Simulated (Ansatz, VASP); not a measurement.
FeO: VASP beside Ansatz

```
Fe O
1.0
     0.00000    2.17629    2.17629
     2.17629    0.00000    2.17629
     2.17629    2.17629    0.00000
Fe O
1 1
Direct
  0.00000 0.00000 0.00000
  0.50000 0.50000 0.50000
```

Change from the starting cell: volume scaled by 1.03, PAW files.

Alike in both runs: task electric field gradients; functional PBE; k mesh 16 × 16 × 16; occupations fermi-dirac, width 0.08 eV; collinear spin.

|  | VASP | Ansatz |
| --- | --- | --- |
| version | VASP 6.6.1 | Ansatz 0.2.0 |
| potentials or method | VASP PAW PBE potentials, release 64 (Fe, O) | PAW with Ansatz's default frozen-core files, scalar-relativistic |
| plane-wave cutoff (eV) | 520 | 420 |
| valence electrons in the cell | 14 | 22 |

|  | VASP | Ansatz | Ansatz less VASP |
| --- | --- | --- | --- |
| pressure (GPa) | -5.0 | -5.1 | -0.05 |
| net moment per atom (μB) | 2.00 | 2.00 | 0.000 |
| size of the moment on the site where the two differ most (μB) | 3.62 | 3.46 | -0.161 |

Site moments also hang on the region over which each program counts them. VASP's potentials hold 14 valence electrons a cell and Ansatz's 22, so a difference there can come from the potentials and not from the codes.
